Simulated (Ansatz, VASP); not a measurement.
**One calculation of Na2F, two programs**

Contents of INCAR:

```
PREC = Accurate
ENCUT = 600
EDIFF = 1E-7
ISMEAR = 0
SIGMA = 0.2
LREAL = F
LASPH = T
NELM = 60
ALGO = Normal
ISIF = 3
LWAVE = F
LCHARG = F
GGA = PE
IVDW = 12
IBRION = 2
NSW = 80
EDIFFG = -0.025
```

File KPOINTS:

```
regular mesh
0
Gamma
  6 6 2
```

Contents of POSCAR:

```
Na2F
1.0
    3.4925115756     -0.0474384304      0.0242610462
   -1.7873386736      2.8964983157     -0.0508019907
    0.0845188266     -0.1555621569     11.6839629503
Na F
4 2
Direct
    0.6296693627      0.2777927837      0.1137908945
    0.5988393444      0.3663372546      0.5997260150
    0.2936555273      0.7087210190      0.3778945080
    0.3979433144      0.6775335577      0.8725626218
    0.0277251726      0.9992342331      0.5172662347
    0.0521672786     -0.0296188481      0.0187597259
```

Input for Ansatz:

```yaml
crystal:
  lattice:
    - [3.4925115756, -0.0474384304, 0.0242610462]
    - [-1.7873386736, 2.8964983157, -0.0508019907]
    - [0.0845188266, -0.1555621569, 11.6839629503]
  atoms:
    - { symbol: Na, position: [0.6296693627, 0.2777927837, 0.1137908945] }
    - { symbol: Na, position: [0.5988393444, 0.3663372546, 0.599726015] }
    - { symbol: Na, position: [0.2936555273, 0.708721019, 0.377894508] }
    - { symbol: Na, position: [0.3979433144, 0.6775335577, 0.8725626218] }
    - { symbol: F, position: [0.0277251726, 0.9992342331, 0.5172662347] }
    - { symbol: F, position: [0.0521672786, -0.0296188481, 0.0187597259] }
basis:
  ecutwfc: 420
kpoints:
  mp_grid: { grid: [6, 6, 2] }
hamiltonian:
  xc: pbe
  dispersion: d3bj
scf:
  occupations: { method: gaussian, width: 0.2 }
  lower_state_search: "off"
output:
  forces: true
  stress: true
  eigenvalues: true
relax:
  adjacent_minimum: "off"
  f_tol: 0.025
  max_steps: 60
  cell: { stress_tol: 0.25 }
```

Change from the starting cell: cell x2, atoms moved at random (sigma 0.15 Å) and cell strained at random (1.5 %), then relaxed without symmetry.

Alike in both runs: task relaxation of cell and atoms; functional PBE; dispersion D3(BJ); k mesh 6 × 6 × 2; occupations gaussian, width 0.2 eV; no spin polarisation.

|  | VASP | Ansatz |
| --- | --- | --- |
| version | VASP 6.6.1 | Ansatz 0.2.0 |
| potentials or method | VASP PAW PBE potentials, release 64 (Na_pv, F), cutoff 600 eV | scalar-relativistic, plane waves, PAW |
| valence electrons in the cell | 42 | 50 |

```csv
,VASP,Ansatz,Ansatz less VASP
"gap on the k mesh at the Fermi level, each at its own relaxed structure (eV)",none,none,-
relaxed volume (Å³/atom),18.85,18.97,+0.118
relaxed cell length with the largest relative difference (Å),3.339,3.355,+0.0163
```

A gap of «none» marks a metal or a gap that the smearing closes. VASP's potentials hold 42 valence electrons a cell and Ansatz's 50, so a difference there can come from the potentials and not from the codes.

The k mesh is coarse, so the values compare programs but aren't converged.
